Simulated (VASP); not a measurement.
# SiB4W (P4/mmm) in VASP: density of states with PBE

Aim: the density of states of SiB4W with PBE.

Program: VASP 6.6.1. These are calculated values, not measurements. Logs are shortened: lines on timing, memory, paths and dates and some standing lists are left out, and cuts for length are marked.

## (1) The cell of the first run

Symmetry: P4/mmm, No. 123, tetragonal system. The conventional cell has a = 2.635 Å, b = 2.635 Å, c = 8.709 Å, α = 90.00°, β = 90.00°, γ = 90.00°. Si (site symmetry 4/mmm) has 2 B at 2.07 Å and 4 Si at 2.63 Å within 2.7 Å. Within 2.6 Å of B (site symmetry 4mm) lie 4 B at 1.98 Å and 1 Si at 2.07 Å and 1 W at 2.29 Å. B (site symmetry 4mm) has 4 B at 1.98 Å and 4 W at 2.47 Å within 2.6 Å. W (site symmetry 4/mmm) has 10 B at 2.29 to 2.47 Å and 4 W at 2.63 Å within 3.0 Å.

## (2) Density of states, PBE

POSCAR reads:

```
SiB4W
1.0
    2.6349030806      0.0000000000      0.0000000000
    0.0000000000      2.6349030806      0.0000000000
    0.0000000000      0.0000000000      8.7093824691
Si B W
1 4 1
Direct
    0.0000000000      0.0000000000      0.5000000000
    0.0000000000      0.0000000000      0.7372007011
    0.0000000000      0.0000000000      0.2627992989
    0.5000000000      0.5000000000      0.8136864247
    0.5000000000      0.5000000000      0.1863135753
    0.0000000000      0.0000000000      0.0000000000
```

INCAR.step1 reads:

```
  PREC = Accurate
  ENCUT = 520
  EDIFF = 1E-7
  ISMEAR = 0
  SIGMA = 0.1
  LREAL = False
  LASPH = True
  NELM = 100
  ALGO = Normal
  ISIF = 2
  LWAVE = False
  LCHARG = True
  LMAXMIX = 4
  GGA = PE
  NBANDS = 24
```

KPOINTS.step1 reads:

```
Automatic mesh
0
Gamma
  14 14 6
```

INCAR.step2 reads:

```
  PREC = Accurate
  ENCUT = 520
  EDIFF = 1E-7
  ISMEAR = -5
  SIGMA = 0.1
  LREAL = False
  LASPH = True
  NELM = 100
  ALGO = Normal
  ISIF = 2
  LWAVE = False
  LCHARG = False
  LMAXMIX = 4
  GGA = PE
  LORBIT = 11
  NEDOS = 1001
  ICHARG = 11
```

KPOINTS.step2 reads:

```
Automatic mesh
0
Gamma
  21 21 9
```

Potentials or basis: VASP PAW PBE potentials, release 64 (Si, B, W_sv).

Started as:

```console
$ cat potpaw_PBE.64/Si/POTCAR potpaw_PBE.64/B/POTCAR potpaw_PBE.64/W_sv/POTCAR > POTCAR
$ cp INCAR.step1 INCAR
$ cp KPOINTS.step1 KPOINTS
$ mpirun -np 1 vasp_std > vasp.out
$ cp INCAR.step2 INCAR
$ cp KPOINTS.step2 KPOINTS
$ mpirun -np 1 vasp_std > vasp.out
```

OUTCAR:

```text
PREC = Accurate
   ENCUT = 520
   EDIFF = 1E-7
   ISMEAR = -5
   LREAL = False
   LASPH = True
   NELM = 100
   ISIF = 2
   GGA = PE
   LORBIT = 11
   ICHARG = 11

 ion  position               nearest neighbor table
   1  0.000  0.000  0.500-   2 2.07   3 2.07
   2  0.000  0.000  0.737-   4 1.98   4 1.98   4 1.98   4 1.98   1 2.07   6 2.29
   3  0.000  0.000  0.263-   5 1.98   5 1.98   5 1.98   5 1.98   1 2.07   6 2.29
   4  0.500  0.500  0.814-   2 1.98   2 1.98   2 1.98   2 1.98   6 2.47   6 2.47   6 2.47   6 2.47

   5  0.500  0.500  0.186-   3 1.98   3 1.98   3 1.98   3 1.98   6 2.47   6 2.47   6 2.47   6 2.47

   6  0.000  0.000  0.000-   2 2.29   3 2.29   4 2.47   5 2.47   4 2.47   5 2.47   4 2.47   5 2.47
                             4 2.47   5 2.47

  LATTYP: Found a simple tetragonal cell.
 ALAT       =     2.6349030806
 C/A-ratio  =     3.3053900666

  Lattice vectors:

 A1 = (   2.6349030806,   0.0000000000,   0.0000000000)
 A2 = (   0.0000000000,   2.6349030806,   0.0000000000)
 A3 = (   0.0000000000,   0.0000000000,   8.7093824691)

Analysis of symmetry for initial positions (statically):
=====================================================================
 Subroutine PRICEL returns:
 Original cell was already a primitive cell.

 Routine SETGRP: Setting up the symmetry group for a
 simple tetragonal supercell.

 Subroutine GETGRP returns: Found 16 space group operations
 (whereof 16 operations were pure point group operations)
 out of a pool of 16 trial point group operations.

The static configuration has the point symmetry D_4h.

Analysis of symmetry for dynamics (positions and initial velocities):
=====================================================================
 Subroutine PRICEL returns:
 Original cell was already a primitive cell.

 Routine SETGRP: Setting up the symmetry group for a
 simple tetragonal supercell.

 Subroutine GETGRP returns: Found 16 space group operations
 (whereof 16 operations were pure point group operations)
 out of a pool of 16 trial point group operations.

The dynamic configuration has the point symmetry D_4h.

 Subroutine INISYM returns: Found 16 space group operations
 (whereof 16 operations are pure point group operations),
 and found     1 'primitive' translations

----------------------------------------------------------------------------------------

                                     Primitive cell

  volume of cell :      60.4668

  direct lattice vectors                    reciprocal lattice vectors
     2.634903081  0.000000000  0.000000000     0.379520601  0.000000000  0.000000000
     0.000000000  2.634903081  0.000000000     0.000000000  0.379520601  0.000000000
     0.000000000  0.000000000  8.709382469     0.000000000  0.000000000  0.114818703

  length of vectors
     2.634903081  2.634903081  8.709382469     0.379520601  0.379520601  0.114818703

  position of ions in fractional coordinates (direct lattice)
     0.000000000  0.000000000  0.500000000
     0.000000000  0.000000000  0.737200701
     0.000000000  0.000000000  0.262799299
     0.500000000  0.500000000  0.813686425
     0.500000000  0.500000000  0.186313575
     0.000000000  0.000000000  0.000000000

  ion indices of the primitive-cell ions
   primitive index   ion index
                 1           1
                 2           2
                 3           3
                 4           4
                 5           5
                 6           6

----------------------------------------------------------------------------------------

 KPOINTS: Automatic mesh

Automatic generation of k-mesh.
 Grid dimensions read from file:
 generate k-points for:   21   21    9

 Generating k-lattice:

  Cartesian coordinates                     Fractional coordinates (reciprocal lattice)
     0.018072410  0.000000000  0.000000000     0.047619048  0.000000000  0.000000000
     0.000000000  0.018072410  0.000000000     0.000000000  0.047619048  0.000000000
     0.000000000  0.000000000  0.012757634     0.000000000  0.000000000  0.111111111

  Length of vectors
     0.018072410  0.018072410  0.012757634

  Shift w.r.t. Gamma in fractional coordinates (k-lattice)
     0.000000000  0.000000000  0.000000000

 TETIRR: Found   5923 inequivalent tetrahedra from    23814

 Subroutine IBZKPT returns following result:
 ===========================================

 Found    330 irreducible k-points:

 Following reciprocal coordinates:
            Coordinates               Weight
  0.000000  0.000000  0.000000      1.000000
  0.047619  0.000000  0.000000      4.000000
  0.095238  0.000000  0.000000      4.000000
  0.142857  0.000000  0.000000      4.000000
  0.190476  0.000000  0.000000      4.000000
  0.238095  0.000000  0.000000      4.000000
[... 16 lines left out ...]
  0.142857  0.095238  0.000000      8.000000
  0.190476  0.095238  0.000000      8.000000
 [... further k-points ...]
   k-points           NKPTS =    330   k-points in BZ     NKDIM =    330   number of bands    NBANDS=     19
   number of dos      NEDOS =   1001   number of ions     NIONS =      6
   total plane-waves  NPLWV =  28000
   dimension x,y,z NGX =    20 NGY =   20 NGZ =   70
   dimension x,y,z NGXF=    40 NGYF=   40 NGZF=  140
   ions per type =               1   4   1
   NGX,Y,Z   is equivalent  to a cutoff of  12.62, 12.62, 13.36 a.u.
   NGXF,Y,Z  is equivalent  to a cutoff of  25.24, 25.24, 26.72 a.u.
 SYSTEM =  unknown system
   PREC   = accura    normal or accurate (medium, high low for compatibility)
   ISTART =      0    job   : 0-new  1-cont  2-samecut
   ICHARG =     11    charge: 1-file 2-atom 10-const
   ISPIN  =      1    spin polarized calculation?
   LNONCOLLINEAR =      F non collinear calculations
   LSORBIT =      F    spin-orbit coupling
   LASPH  =      T    aspherical Exc in radial PAW
   ENCUT  =  520.0 eV  38.22 Ry    6.18 a.u.   4.90  4.90 16.19*2*pi/ulx,y,z
   NELM   =    100;   NELMIN=  2; NELMDL=  0     # of ELM steps
   EDIFF  = 0.1E-06   stopping-criterion for ELM
   LREAL  =      F    real-space projection
   EDIFFG = 0.1E-05   stopping-criterion for IOM
   NSW    =      0    number of steps for IOM
   IBRION =     -1    ionic relax: 0-MD 1-quasi-New 2-CG
   NFREE  =      0    steps in history (QN), initial steepest desc. (CG)
   ISIF   =      2    stress and relaxation
   ISYM   =      2    0-nonsym 1-usesym 2-fastsym
   POTIM  = 0.5000    time-step for ionic-motion
   TEBEG  =    0.0;   TEEND  =   0.0 temperature during run
   PSTRESS=    0.0 pullay stress
   NELECT =      30.0000    total number of electrons
   NUPDOWN=      -1.0000    fix difference up-down
   EMIN   =  10.00;   EMAX   =-10.00  energy-range for DOS
   EFERMI =   0.00;   METHOD = LEGACY
   ISMEAR =    -5;   SIGMA  =   0.10  broadening in eV -4-tet -1-fermi 0-gaus
   EFERMI_NEDOS =   21; number of points for ismear=-14 and -15
   IALGO  =     38    algorithm
   IMIX   =      4    mixing-type and parameters
     AMIX     =   0.40;   BMIX     =  1.00
     AMIX_MAG =   1.60;   BMIX_MAG =  1.00
  volume/ion in A,a.u.               =      10.08        68.01
  Fermi-wavevector in a.u.,A,eV,Ry     =   1.296014  2.449111 22.853057  1.679652
  Thomas-Fermi vector in A             =   2.427497
   LORBIT       =     11    0 simple, 1 ext, 2 COOP (PROOUT), +10 PAW based schemes
   GGA     = PE    functional components
   LHFCALC =     F    Hartree Fock is set to
   AEXX    =    0.0000 exact exchange contribution
   IVDW    =     0    specifies the selected vdW correction
   LEPSILON=     F    determine dielectric tensor
   LRPA    =     F    only Hartree local field effects (RPA)
 non-spin polarized calculation
 Fermi weights with tetrahedron method with Bloechl corrections
  energy-cutoff  :      520.00
  volume of cell :       60.47
 maximum number of plane-waves:      1650
 NGX is ok and might be reduce to    20

 number of electron      30.0000001 magnetization

 Free energy of the ion-electron system (eV)
  ---------------------------------------------------
  ext. energy  EPLUGINS =         0.00000000
  ---------------------------------------------------
  free energy    TOTEN  =       -39.95924134 eV

  energy without entropy =      -39.95924134  energy(sigma->0) =      -39.95924134

 E-fermi :   8.3859     XC(G=0): -12.0723

 val. band max:        8.4112264347   @ k =   0.4762   0.1905   0.2222
 cond. band min:       8.2443753986   @ k =   0.2857   0.2857   0.0000
 fundamental gap:     -0.1668510362
 Fermi energy:         8.3859268045

 k-point     1 :       0.0000    0.0000    0.0000
  band No.  band energies     occupation
      1     -65.7921      2.00000
      2     -30.1666      2.00000
      3     -29.4853      2.00000
      4     -29.4853      2.00000
      5      -5.6825      2.00000
      6      -4.2667      2.00000
[... 11 lines left out ...]
     18      12.6790      0.00000
     19      12.7563      0.00000

 k-point     2 :       0.0476    0.0000    0.0000
  band No.  band energies     occupation
      1     -65.7899      2.00000
      2     -30.1629      2.00000
      3     -29.5167      2.00000
      4     -29.4826      2.00000
      5      -5.6369      2.00000
      6      -4.2334      2.00000
[... 11 lines left out ...]
     18      12.6405      0.00000
     19      12.6957      0.00000

 k-point     3 :       0.0952    0.0000    0.0000
  band No.  band energies     occupation
      1     -65.7836      2.00000
      2     -30.1520      2.00000
      3     -29.6073      2.00000
      4     -29.4749      2.00000
      5      -5.5012      2.00000
      6      -4.1339      2.00000
[... 11 lines left out ...]
     18      12.6419      0.00000
     19      12.7658      0.00000

 k-point     4 :       0.1429    0.0000    0.0000
  band No.  band energies     occupation
      1     -65.7737      2.00000
      2     -30.1349      2.00000
      3     -29.7473      2.00000
      4     -29.4627      2.00000
      5      -5.2786      2.00000
      6      -3.9686      2.00000
[... 11 lines left out ...]
     18      11.9824      0.00000
     19      12.8086      0.00000

 k-point     5 :       0.1905    0.0000    0.0000
  band No.  band energies     occupation
      1     -65.7610      2.00000
      2     -30.1130      2.00000
      3     -29.9220      2.00000
      4     -29.4471      2.00000
      5      -4.9733      2.00000
      6      -3.7388      2.00000
[... 11 lines left out ...]
     18      11.5949      0.00000
     19      12.9317      0.00000
[... 334 lines left out ...]
      2     -30.7774      2.00000
      3     -29.9930      2.00000
      4     -29.3942      2.00000
      5      -1.7726      2.00000
      6      -1.2627      2.00000
[... 11 lines left out ...]
     18      13.0480      0.00000
     19      13.0546      0.00000

 k-point    22 :       0.0952    0.0952    0.0000
  band No.  band energies     occupation
      1     -65.7751      2.00000
      2     -30.1375      2.00000
      3     -29.6033      2.00000
      4     -29.5893      2.00000
      5      -5.3214      2.00000
      6      -4.0013      2.00000
[... 11 lines left out ...]
     18      12.0402      0.00000
     19      13.1767      0.00000

 k-point    23 :       0.1429    0.0952    0.0000
  band No.  band energies     occupation
      1     -65.7652      2.00000
      2     -30.1205      2.00000
      3     -29.7362      2.00000
      4     -29.5828      2.00000
      5      -5.1006      2.00000
      6      -3.8363      2.00000
[... 11 lines left out ...]
     18      11.8490      0.00000
     19      12.4416      0.00000

 k-point    24 :       0.1905    0.0952    0.0000
  band No.  band energies     occupation
      1     -65.7526      2.00000
      2     -30.0988      2.00000
      3     -29.9099      2.00000
      4     -29.5666      2.00000
      5      -4.7975      2.00000
      6      -3.6069      2.00000
[... 11 lines left out ...]
     18      11.5394      0.00000
     19      11.8478      0.00000

 [... further k-points ...]

------------------------ aborting loop because EDIFF is reached ----------------------------------------

  FORCE on cell =-STRESS in cart. coord.  units (eV):
  Direction    XX          YY          ZZ          XY          YZ          ZX
  --------------------------------------------------------------------------------------
  -------------------------------------------------------------------------------------
  Total        0.0530205      0.0530205      0.1892497      0.0000000      0.0000000      0.0000000
  in kB        1.4048744      1.4048744      5.0145164      0.0000000      0.0000000      0.0000000
  external PRESSURE =       2.6080884 kB  Pullay stress =       0.0000000 kB

 VOLUME and BASIS-vectors are now :
 -----------------------------------------------------------------------------
  energy-cutoff  :      520.00
  volume of cell :       60.47
      direct lattice vectors                 reciprocal lattice vectors
     2.634903081  0.000000000  0.000000000     0.379520601  0.000000000  0.000000000
     0.000000000  2.634903081  0.000000000     0.000000000  0.379520601  0.000000000
     0.000000000  0.000000000  8.709382469     0.000000000  0.000000000  0.114818703

 POSITION                                       TOTAL-FORCE (eV/Angst)
 -----------------------------------------------------------------------------------
      0.00000      0.00000      4.35469        -0.000000     -0.000000      0.000000
      0.00000      0.00000      6.42056        -0.000000     -0.000000      0.045650
      0.00000      0.00000      2.28882         0.000000      0.000000     -0.045650
      1.31745      1.31745      7.08671         0.000000     -0.000000     -0.064650
      1.31745      1.31745      1.62268        -0.000000      0.000000      0.064650
      0.00000      0.00000      0.00000        -0.000000     -0.000000      0.000000
 -----------------------------------------------------------------------------------
    total drift:                                0.000000      0.000000     -0.000000

  FREE ENERGIE OF THE ION-ELECTRON SYSTEM (eV)
  ---------------------------------------------------
  free  energy   TOTEN  =       -39.9592413393 eV

  energy  without entropy=      -39.9592413393  energy(sigma->0) =      -39.95924134

 total charge

# of ion       s       p       d       tot
------------------------------------------
    1        0.771   0.852   0.000   1.623
    2        0.713   1.046   0.000   1.758
    3        0.713   1.046   0.000   1.758
    4        0.684   1.044   0.000   1.729
    5        0.684   1.044   0.000   1.729
    6        2.382   6.341   3.591  12.314
--------------------------------------------------
tot          5.947  11.372   3.591  20.911
```

It took 3.9 min on 1 thread of Intel Xeon 6975P-C (Granite Rapids), shared host; peak memory 0.47 GiB.

What came out:

| Property | Result |
| --- | --- |
| Valence electrons inside the program's atomic spheres | Si 1.62; B 1.76, 1.73; W 12.31 |

Caveat: the bands computed are all filled at some k points, so no gap is given; spin-orbit coupling is left out, which moves the levels of the heavy elements.
